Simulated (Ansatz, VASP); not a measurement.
# C: VASP beside Ansatz

The input INCAR:

```
  PREC = Accurate
  ENCUT = 520
  EDIFF = 1E-6
  ISMEAR = 0
  SIGMA = 0.1
  LREAL = F
  LASPH = T
  NELM = 150
  ALGO = Normal
  ISIF = 2
  LWAVE = F
  LCHARG = T
  ISPIN = 2
  MAGMOM = 1 1 1
  LORBIT = 11
  GGA = PE
  LELF = T
  LVHAR = T
  NBANDS = 17
```

File KPOINTS:

```
Automatic mesh
0
Gamma
  8 8 6
```

The input POSCAR:

```
C
1.0
    1.3722068400     -2.1750457500      0.0000000000
    1.3722068400      2.1750457500      0.0000000000
    0.0000000000      0.0000000000      2.7145405200
C
3
Direct
    0.0000000000      0.5000000000      0.0000000000
    0.5000000000      0.0000000000      0.0000000000
    0.5000000000      0.5000000000      0.5000000000
```

Input for Ansatz:

```yaml
crystal:
  lattice:
    - [1.37220684, -2.17504575, 0.0]
    - [1.37220684, 2.17504575, 0.0]
    - [0.0, 0.0, 2.71454052]
  atoms:
    - { symbol: C, position: [0.0, 0.5, 0.0], spin: 1.0 }
    - { symbol: C, position: [0.5, 0.0, 0.0], spin: 1.0 }
    - { symbol: C, position: [0.5, 0.5, 0.5], spin: 1.0 }
basis:
  ecutwfc: 420
kpoints:
  mp_grid: { grid: [8, 8, 6] }
hamiltonian:
  xc: pbe
scf:
  occupations: { method: gaussian, width: 0.1 }
  lower_state_search: "off"
output:
  forces: true
  stress: true
  eigenvalues: true
  populations: true
magnetization:
  spin_polarized: true
```

Alike in both runs: task single point; functional PBE; k mesh 8 × 8 × 6; occupations gaussian, width 0.1 eV; collinear spin.

```csv
,VASP,Ansatz
version,VASP 6.6.1,Ansatz 0.2.0
potentials or method,"VASP PAW PBE potentials, release 64 (C), cutoff 520 eV","scalar-relativistic, plane waves, PAW"
valence electrons in the cell,12,12
```

|  | VASP | Ansatz | Ansatz less VASP |
| --- | --- | --- | --- |
| gap on the k mesh at the Fermi level (eV) | none | none | - |
| net moment per atom (μB) | 0.00 | 0.00 | 0.000 |

A gap of «none» marks a metal or a gap that the smearing closes. The functional is the same, so the differences come from potentials, cutoffs and numerics. Ansatz's warnings: seeded moment not kept.

The k mesh is coarse, so the values compare programs but aren't converged.
